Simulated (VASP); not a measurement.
The system is ZrO5.

```xyz
6
Lattice="4.1473 0.0000 0.0000 -2.0736 3.5917 0.0000 0.0000 0.0000 4.1231" Properties=species:S:1:pos:R:3 pbc="T T T"
Zr    0.0000    0.0000    2.0615
O     2.7787    0.0000    0.0000
O     0.6843    1.1852    0.0000
O    -1.3894    2.4064    0.0000
O     2.0736    1.1972    2.0615
O     0.0000    2.3944    2.0615
```

The cell was built from a structure type or drawn by symmetry, and may not be a known phase.

* Program: VASP 6.6.1
* Task: relaxation of cell and atoms
* Functional: PBE
* Potentials or basis: VASP PAW PBE potentials, release 64 (Zr_sv, O)
* Cutoff: 600 eV
* k mesh: 6 × 6 × 4
* Occupations: gaussian, width 0.1 eV
* Spin: no spin polarisation

At the start: pressure -19.4 GPa; volume 10.24 Å³/atom.

Task: Where does the relaxation end?

Result: Over 22 steps the energy falls by 382.3 meV/atom and the volume is 10.26 Å³/atom (+0.2 %); space group P-62m (No. 189, to 0.1 Å) before and after.

The path:
| step | energy change (eV) | largest force (eV/Å) | pressure (GPa) | volume (Å³) |
| --- | --- | --- | --- | --- |
| 1 | 0.0000 | 1.6094 | -19.41 | 61.42 |
| 2 | -0.6857 | 1.3581 | 15.51 | 51.04 |
| 3 | -0.7464 | 1.4971 | 5.57 | 53.02 |
| 4 | -1.1338 | 1.3539 | 8.09 | 53.21 |
| 5 | -1.0741 | 3.9249 | 29.44 | 53.78 |
| 6 | -1.4106 | 1.1037 | 11.60 | 53.37 |
| 7 | -1.5926 | 0.3986 | 18.33 | 53.58 |
| 8 | -1.7180 | 1.0900 | 14.99 | 55.06 |
| 9 | -1.7409 | 1.7845 | 12.95 | 56.31 |
| 10 | -1.9271 | 0.9515 | 5.66 | 57.85 |
| 11 | -2.0162 | 0.3935 | -5.67 | 60.88 |
| 12 | -2.0237 | 0.1522 | -3.66 | 60.27 |
| 13 | -2.0652 | 0.1570 | -3.10 | 60.07 |
| 14 | -2.1665 | 0.1132 | -0.83 | 59.45 |
| 15 | -2.2327 | 0.1895 | 6.57 | 58.06 |
| 16 | -2.2388 | 0.1112 | 4.68 | 58.37 |
| 17 | -2.2743 | 0.2518 | 1.57 | 59.67 |
| 18 | -2.2790 | 0.4753 | -0.20 | 60.53 |
| 19 | -2.2927 | 0.1095 | 0.23 | 61.31 |
| 20 | -2.2929 | 0.0550 | 0.31 | 61.41 |
| 21 | -2.2937 | 0.0407 | -0.03 | 61.51 |
| 22 | -2.2938 | 0.0318 | -0.24 | 61.57 |

Final structure:
```
CELL_PARAMETERS angstrom
3.84439 0.00000 0.00000
-1.92219 3.32934 0.00000
0.00000 0.00000 4.81020
ATOMIC_POSITIONS crystal
Zr 0.00000 0.00000 0.50000
O 0.75899 0.00000 0.00000
O 0.24101 0.24101 0.00000
O 0.00000 0.75899 0.00000
O 0.66667 0.33333 0.50000
O 0.33333 0.66667 0.50000
```

Caveat: the k points lie up to 0.33 Å⁻¹ apart in the final cell, too coarse for converged energies and pressures of a metal; a cell axis changed by over 15 % at a fixed basis, so the end point is rough.
